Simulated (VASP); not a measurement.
# Zn (C2/m) in VASP: a series of runs

Zn is run at these levels: PBE, PBE+D4, PBE+U; tasks: single point.

Everything below comes from runs of VASP 6.6.1. Logs are shortened: lines on timing, memory, paths and dates and some standing lists are left out, and cuts for length are marked.

## (1) The cell of the first run

It takes space group C2/m (No. 12, monoclinic). Conventional cell: a = 4.536 Å, b = 2.617 Å, c = 7.472 Å, α = 90.00°, β = 102.30°, γ = 90.00°. Zn (site symmetry 2/m) has 12 Zn at 2.62 to 2.89 Å within 3.5 Å. Within 3.5 Å of Zn (site symmetry m) lie 12 Zn at 2.62 to 2.89 Å.

## (2) Single point, PBE

File INCAR:

```
SYSTEM = Zn
  ALGO = Fast
  EDIFF = 1E-6
  ENCUT = 520
  GGA = PE
  ISIF = 2
  ISMEAR = 0
  LASPH = .True.
  LCHARG = .False.
  LREAL = .False.
  LWAVE = .False.
  NBANDS = 25
  NELM = 80
  PREC = Accurate
  SIGMA = 0.1
```

File KPOINTS:

```
k-points
0
Gamma
  6 6 2
  0 0 0
```

File POSCAR:

```
Zn
1.0
    2.2681701736     -1.3084870100      0.0000000000
    2.2681701736      1.3084870100      0.0000000000
   -1.5917165425      0.0000000000      7.3004081919
Zn
3
Direct
    0.0000000000      0.0000000000      0.0000000000
    0.2219821400      0.2219821400      0.6654950200
    0.7780178600      0.7780178600      0.3345049800
```

Potentials or basis: VASP PAW PBE potentials, release 64 (Zn).

Run with:

```bash
> cat potpaw_PBE.64/Zn/POTCAR > POTCAR
> mpirun -np 1 vasp_std > vasp.out
```

OUTCAR:

```text
SYSTEM = Zn
   EDIFF = 1E-6
   ENCUT = 520
   GGA = PE
   ISIF = 2
   ISMEAR = 0
   LASPH = .True.
   LREAL = .False.
   NELM = 80
   PREC = Accurate

 ion  position               nearest neighbor table
   1  0.000  0.000  0.000-   3 2.86   3 2.86   2 2.86   2 2.86   2 2.89   3 2.89
   2  0.222  0.222  0.665-   3 2.84   3 2.86   3 2.86   1 2.86   1 2.86   1 2.89
   3  0.778  0.778  0.335-   2 2.84   2 2.86   2 2.86   1 2.86   1 2.86   1 2.89

  LATTYP: Found a base centered monoclinic cell.
 ALAT       =     4.5363403472
 B/A-ratio  =     0.5768910222
 C/A-ratio  =     1.6471240986
 COS(beta)  =    -0.2130265715

  Lattice vectors:

 A1 = (   2.2681701736,  -1.3084870100,   0.0000000000)
 A2 = (   2.2681701736,   1.3084870100,   0.0000000000)
 A3 = (  -1.5917165425,   0.0000000000,   7.3004081919)

Analysis of symmetry for initial positions (statically):
=====================================================================
 Subroutine PRICEL returns:
 Original cell was already a primitive cell.

 Routine SETGRP: Setting up the symmetry group for a
 base centered monoclinic supercell.

 Subroutine GETGRP returns: Found  4 space group operations
 (whereof  4 operations were pure point group operations)
 out of a pool of  4 trial point group operations.

The static configuration has the point symmetry C_2h.

Analysis of symmetry for dynamics (positions and initial velocities):
=====================================================================
 Subroutine PRICEL returns:
 Original cell was already a primitive cell.

 Routine SETGRP: Setting up the symmetry group for a
 base centered monoclinic supercell.

 Subroutine GETGRP returns: Found  4 space group operations
 (whereof  4 operations were pure point group operations)
 out of a pool of  4 trial point group operations.

The dynamic configuration has the point symmetry C_2h.

 Subroutine INISYM returns: Found  4 space group operations
 (whereof  4 operations are pure point group operations),
 and found     1 'primitive' translations

----------------------------------------------------------------------------------------

                                     Primitive cell

  volume of cell :      43.3333

  direct lattice vectors                    reciprocal lattice vectors
     2.268170174 -1.308487010  0.000000000     0.220442013 -0.382120721  0.048063230
     2.268170174  1.308487010  0.000000000     0.220442013  0.382120721  0.048063230
    -1.591716542  0.000000000  7.300408192     0.000000000  0.000000000  0.136978642

  length of vectors
     2.618536651  2.618536651  7.471915505     0.443757818  0.443757818  0.136978642

  position of ions in fractional coordinates (direct lattice)
     0.000000000  0.000000000  0.000000000
     0.221982140  0.221982140  0.665495020
     0.778017860  0.778017860  0.334504980

  ion indices of the primitive-cell ions
   primitive index   ion index
                 1           1
                 2           2
                 3           3

----------------------------------------------------------------------------------------

 KPOINTS: k-points

Automatic generation of k-mesh.
 Grid dimensions read from file:
 generate k-points for:    6    6    2

 Generating k-lattice:

  Cartesian coordinates                     Fractional coordinates (reciprocal lattice)
     0.036740336 -0.063686787  0.008010538     0.166666667 -0.000000000  0.000000000
     0.036740336  0.063686787  0.008010538    -0.000000000  0.166666667  0.000000000
     0.000000000  0.000000000  0.068489321     0.000000000  0.000000000  0.500000000

  Length of vectors
     0.073959636  0.073959636  0.068489321

  Shift w.r.t. Gamma in fractional coordinates (k-lattice)
     0.000000000  0.000000000  0.000000000

 Subroutine IBZKPT returns following result:
 ===========================================

 Found     26 irreducible k-points:

 Following reciprocal coordinates:
            Coordinates               Weight
  0.000000  0.000000  0.000000      1.000000
  0.166667  0.000000  0.000000      4.000000
  0.333333  0.000000  0.000000      4.000000
  0.500000  0.000000  0.000000      2.000000
  0.166667  0.166667  0.000000      2.000000
  0.333333  0.166667  0.000000      4.000000
[... 16 lines left out ...]
  0.333333  0.333333  0.500000      2.000000
  0.500000  0.333333  0.500000      4.000000
 [... further k-points ...]
   k-points           NKPTS =     26   k-points in BZ     NKDIM =     26   number of bands    NBANDS=     25
   number of dos      NEDOS =    301   number of ions     NIONS =      3
   total plane-waves  NPLWV =  22400
   dimension x,y,z NGX =    20 NGY =   20 NGZ =   56
   dimension x,y,z NGXF=    40 NGYF=   40 NGZF=  112
   ions per type =               3
   NGX,Y,Z   is equivalent  to a cutoff of  12.70, 12.70, 12.46 a.u.
   NGXF,Y,Z  is equivalent  to a cutoff of  25.40, 25.40, 24.92 a.u.
 SYSTEM =  Zn
   PREC   = accura    normal or accurate (medium, high low for compatibility)
   ISTART =      0    job   : 0-new  1-cont  2-samecut
   ICHARG =      2    charge: 1-file 2-atom 10-const
   ISPIN  =      1    spin polarized calculation?
   LNONCOLLINEAR =      F non collinear calculations
   LSORBIT =      F    spin-orbit coupling
   LASPH  =      T    aspherical Exc in radial PAW
   ENCUT  =  520.0 eV  38.22 Ry    6.18 a.u.   4.87  4.87 13.89*2*pi/ulx,y,z
   NELM   =     80;   NELMIN=  2; NELMDL= -5     # of ELM steps
   EDIFF  = 0.1E-05   stopping-criterion for ELM
   LREAL  =      F    real-space projection
   EDIFFG = 0.1E-04   stopping-criterion for IOM
   NSW    =      0    number of steps for IOM
   IBRION =     -1    ionic relax: 0-MD 1-quasi-New 2-CG
   NFREE  =      0    steps in history (QN), initial steepest desc. (CG)
   ISIF   =      2    stress and relaxation
   ISYM   =      2    0-nonsym 1-usesym 2-fastsym
   POTIM  = 0.5000    time-step for ionic-motion
   TEBEG  =    0.0;   TEEND  =   0.0 temperature during run
   PSTRESS=    0.0 pullay stress
   NELECT =      36.0000    total number of electrons
   NUPDOWN=      -1.0000    fix difference up-down
   EMIN   =  10.00;   EMAX   =-10.00  energy-range for DOS
   EFERMI =   0.00;   METHOD = LEGACY
   ISMEAR =     0;   SIGMA  =   0.10  broadening in eV -4-tet -1-fermi 0-gaus
   EFERMI_NEDOS =   21; number of points for ismear=-14 and -15
   IALGO  =     68    algorithm
   IMIX   =      4    mixing-type and parameters
     AMIX     =   0.40;   BMIX     =  1.00
     AMIX_MAG =   1.60;   BMIX_MAG =  1.00
  volume/ion in A,a.u.               =      14.44        97.48
  Fermi-wavevector in a.u.,A,eV,Ry     =   1.538987  2.908264 32.225138  2.368481
  Thomas-Fermi vector in A             =   2.645278
   LORBIT       =      0    0 simple, 1 ext, 2 COOP (PROOUT), +10 PAW based schemes
   GGA     = PE    functional components
   LHFCALC =     F    Hartree Fock is set to
   AEXX    =    0.0000 exact exchange contribution
   IVDW    =     0    specifies the selected vdW correction
   LEPSILON=     F    determine dielectric tensor
   LRPA    =     F    only Hartree local field effects (RPA)
 non-spin polarized calculation
 RMM-DIIS sequential band-by-band and
 Gauss-broadening in eV      SIGMA  =   0.10
  energy-cutoff  :      520.00
  volume of cell :       43.33
 maximum number of plane-waves:      1185
   NGX =  9   NGY =  9   NGZ = 27

 number of electron      36.0000002 magnetization

 Free energy of the ion-electron system (eV)
  ---------------------------------------------------
  ext. energy  EPLUGINS =         0.00000000
  ---------------------------------------------------
  free energy    TOTEN  =        -3.21591714 eV

  energy without entropy =       -3.21036778  energy(sigma->0) =       -3.21314246

 E-fermi :   3.6665     XC(G=0): -11.8221

 val. band max:        3.6267730105   @ k =  -0.3333   0.3333   0.5000
 cond. band min:       3.8342589441   @ k =  -0.3333   0.3333   0.0000
 fundamental gap:      0.2074859337
 Fermi energy:         3.6665118258

 k-point     1 :       0.0000    0.0000    0.0000
  band No.  band energies     occupation
      1      -7.3310      2.00000
      2      -5.5346      2.00000
      3      -5.5161      2.00000
      4      -4.5827      2.00000
      5      -4.3362      2.00000
      6      -4.3314      2.00000
[... 17 lines left out ...]
     24      22.1931      0.00000
     25      22.4033      0.00000

 k-point     2 :       0.1667    0.0000    0.0000
  band No.  band energies     occupation
      1      -6.4907      2.00000
      2      -5.1131      2.00000
      3      -5.0451      2.00000
      4      -4.5186      2.00000
      5      -4.4576      2.00000
      6      -4.4186      2.00000
[... 17 lines left out ...]
     24      18.4508      0.00000
     25      18.9428      0.00000

 k-point     3 :       0.3333    0.0000    0.0000
  band No.  band energies     occupation
      1      -5.1392      2.00000
      2      -5.0038      2.00000
      3      -4.9412      2.00000
      4      -4.7513      2.00000
      5      -4.6972      2.00000
      6      -4.3908      2.00000
[... 17 lines left out ...]
     24      15.6900      0.00000
     25      15.7085      0.00000

 k-point     4 :       0.5000    0.0000    0.0000
  band No.  band energies     occupation
      1      -5.1598      2.00000
      2      -5.1160      2.00000
      3      -5.0593      2.00000
      4      -4.8468      2.00000
      5      -4.8310      2.00000
      6      -4.4544      2.00000
[... 17 lines left out ...]
     24      13.1485      0.00000
     25      14.8091      0.00000

 k-point     5 :       0.1667    0.1667    0.0000
  band No.  band energies     occupation
      1      -6.4648      2.00000
      2      -5.1508      2.00000
      3      -5.0488      2.00000
      4      -4.5189      2.00000
      5      -4.4758      2.00000
      6      -4.4288      2.00000
[... 17 lines left out ...]
     24      18.1750      0.00000
     25      19.8448      0.00000

 k-point     6 :       0.3333    0.1667    0.0000
  band No.  band energies     occupation
      1      -5.1012      2.00000
      2      -4.7352      2.00000
      3      -4.6825      2.00000
      4      -4.6237      2.00000
      5      -4.5932      2.00000
      6      -4.5458      2.00000
[... 17 lines left out ...]
     24      13.0693      0.00000
     25      15.0237      0.00000
[... 393 lines left out ...]
 k-point    21 :      -0.3333    0.1667    0.5000
  band No.  band energies     occupation
      1      -4.9062      2.00000
      2      -4.8826      2.00000
      3      -4.8168      2.00000
      4      -4.7214      2.00000
      5      -4.5734      2.00000
      6      -4.5591      2.00000
[... 17 lines left out ...]
     24      11.6703      0.00000
     25      12.7249      0.00000

 k-point    22 :      -0.1667    0.1667    0.5000
  band No.  band energies     occupation
      1      -4.9320      2.00000
      2      -4.8893      2.00000
      3      -4.6983      2.00000
      4      -4.6317      2.00000
      5      -4.5685      2.00000
      6      -4.5018      2.00000
[... 17 lines left out ...]
     24      13.9153      0.00000
     25      14.0250      0.00000

 k-point    23 :       0.3333    0.3333    0.5000
  band No.  band energies     occupation
      1      -5.1446      2.00000
      2      -5.0233      2.00000
      3      -4.9563      2.00000
      4      -4.7442      2.00000
      5      -4.6697      2.00000
      6      -4.4392      2.00000
[... 17 lines left out ...]
     24      15.5547      0.00000
     25      16.6273      0.00000

 k-point    24 :       0.5000    0.3333    0.5000
  band No.  band energies     occupation
      1      -4.9123      2.00000
      2      -4.8428      2.00000
      3      -4.8096      2.00000
      4      -4.7315      2.00000
      5      -4.7080      2.00000
      6      -4.4276      2.00000
[... 17 lines left out ...]
     24      10.2839      0.00000
     25      12.9688      0.00000

 [... further k-points ...]
[... 5 lines left out ...]
  --------------------------------------------------------------------------------------
  -------------------------------------------------------------------------------------
  Total        1.2183955      1.4836309      1.4091647      0.0000000      0.0000000     -0.2878812
  in kB       45.0481203     54.8547528     52.1014905      0.0000000      0.0000000    -10.6439206
  external PRESSURE =      50.6681212 kB  Pullay stress =       0.0000000 kB

 VOLUME and BASIS-vectors are now :
 -----------------------------------------------------------------------------
  energy-cutoff  :      520.00
  volume of cell :       43.33
      direct lattice vectors                 reciprocal lattice vectors
     2.268170174 -1.308487010  0.000000000     0.220442013 -0.382120721  0.048063230
     2.268170174  1.308487010  0.000000000     0.220442013  0.382120721  0.048063230
    -1.591716542  0.000000000  7.300408192     0.000000000  0.000000000  0.136978642

 POSITION                                       TOTAL-FORCE (eV/Angst)
 -----------------------------------------------------------------------------------
      0.00000      0.00000      0.00000        -0.000000      0.000000      0.000000
     -0.05229      0.00000      4.85839        -0.012178      0.000000      0.023628
      2.99692      0.00000      2.44202         0.012178      0.000000     -0.023628
 -----------------------------------------------------------------------------------
    total drift:                                0.000000     -0.000000      0.000000

  FREE ENERGIE OF THE ION-ELECTRON SYSTEM (eV)
  ---------------------------------------------------
  free  energy   TOTEN  =        -3.2159171385 eV

  energy  without entropy=       -3.2103677770  energy(sigma->0) =       -3.21314246
```

Wall time 18 s (1 thread of Intel Xeon Platinum 8375C at 2.90GHz (Ice Lake), shared host); peak memory 0.16 GiB.

What came out:

| Item | Value |
| --- | --- |
| Free energy | -3.2159 eV |
| Pressure | 5.1 GPa |
| Largest force | 0.027 eV/Å |
| Band gap on the k mesh | zero (band 18 reaches 4.11 eV, above the bottom of band 19 at 0.48 eV) |

Forces on the atoms (eV/Å):
```
Zn   0.000  0.000  0.000
Zn  -0.012  0.000  0.024
Zn   0.012  0.000 -0.024
```

Caveat: the k points lie up to 0.46 Å⁻¹ apart.

## (3) Single point, PBE+D4

File INCAR:

```
SYSTEM = Zn
PREC = Accurate
ENCUT = 520
EDIFF = 1E-7
ISMEAR = 0
SIGMA = 0.1
LREAL = .False.
LASPH = .True.
NELM = 60
ALGO = Normal
ISIF = 2
LWAVE = .False.
LCHARG = .False.
GGA = PE
IVDW = 13
NBANDS = 25
```

File KPOINTS:

```
regular mesh
0
Gamma
  6 6 2
  0 0 0
```

POSCAR is that of step 2.

Potentials or basis: VASP PAW PBE potentials, release 64 (Zn).

Run with:

```bash
> cat potpaw_PBE.64/Zn/POTCAR > POTCAR
> mpirun -np 1 vasp_std > vasp.out
```

Wall time 26 s (1 thread of Intel Xeon Platinum 8375C at 2.90GHz (Ice Lake), shared host); peak memory 0.16 GiB.

It converged, with:

```yaml
Free_energy: -4.2251 eV
Pressure: 1.5 GPa
Largest_force: 0.026 eV/Å
Band_gap_on_the_k_mesh: zero (band 18 reaches 4.11 eV, above the bottom of band 19 at 0.48 eV)
Dispersion_energy_per_atom: -0.336 eV
```

Forces on the atoms (eV/Å):
```
Zn   0.000  0.000  0.000
Zn  -0.012  0.000  0.023
Zn   0.012  0.000 -0.023
```

Stress tensor (GPa, compression positive):
```
 0.91  0.00 -1.07
 0.00  1.88  0.00
-1.07  0.00  1.75
```

Levels at points of the mesh, in eV from the Fermi level:
| k point | band 16 | band 17 | band 18 | band 19 | band 20 | band 21 |
| --- | --- | --- | --- | --- | --- | --- |
| (0.00, 0.00, 0.00) | -7.37 | -7.19 | -7.16 | 1.48 | 1.54 | 13.87 |
| (0.50, 0.00, 0.00) | -3.13 | -2.41 | -1.88 | 0.40 | 1.02 | 1.89 |
| (0.50, 0.50, 0.00) | -2.80 | -2.62 | -2.12 | -0.43 | 1.96 | 3.49 |
| (0.00, 0.00, 0.50) | -7.34 | -7.34 | -4.08 | -3.19 | 7.84 | 7.92 |
| (0.50, 0.00, 0.50) | -2.83 | -2.58 | -2.13 | -0.29 | 1.79 | 3.30 |
| (0.50, 0.50, 0.50) | -3.15 | -2.44 | -1.78 | 0.54 | 0.84 | 1.70 |

Caveat: the k points lie up to 0.46 Å⁻¹ apart; pairwise dispersion overbinds metals, which lowers pressure and volume.

(Part 1 of 2 ends here.)
